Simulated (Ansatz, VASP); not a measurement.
# One calculation of TiC, two programs

```
Ti C
1.0
     0.00000    2.14485    2.14485
     2.14485    0.00000    2.14485
     2.14485    2.14485    0.00000
Ti C
1 1
Direct
  0.00000 0.00000 0.00000
  0.50000 0.50000 0.50000
```

Alike in both runs: task single point; functional r2SCAN; k mesh 16 × 16 × 16; occupations gaussian, width 0.1 eV; no spin polarisation.

```csv
,VASP,Ansatz
version,VASP 6.6.1,Ansatz 0.2.0
potentials or method,"VASP PAW PBE potentials, release 64 (Ti_sv, C_h), cutoff 1430 eV","scalar-relativistic, plane waves, PAW"
valence electrons in the cell,16,16
```

```tsv
	VASP	Ansatz	Ansatz less VASP
gap on the k mesh at the Fermi level (eV)	none	none	-
pressure (GPa)	8.3	7.3	-0.98
```

VASP's potentials were made for PBE, not for r2SCAN. A gap of «none» marks a metal or a gap that the smearing closes. The functional is the same, so the differences come from potentials, cutoffs and numerics.
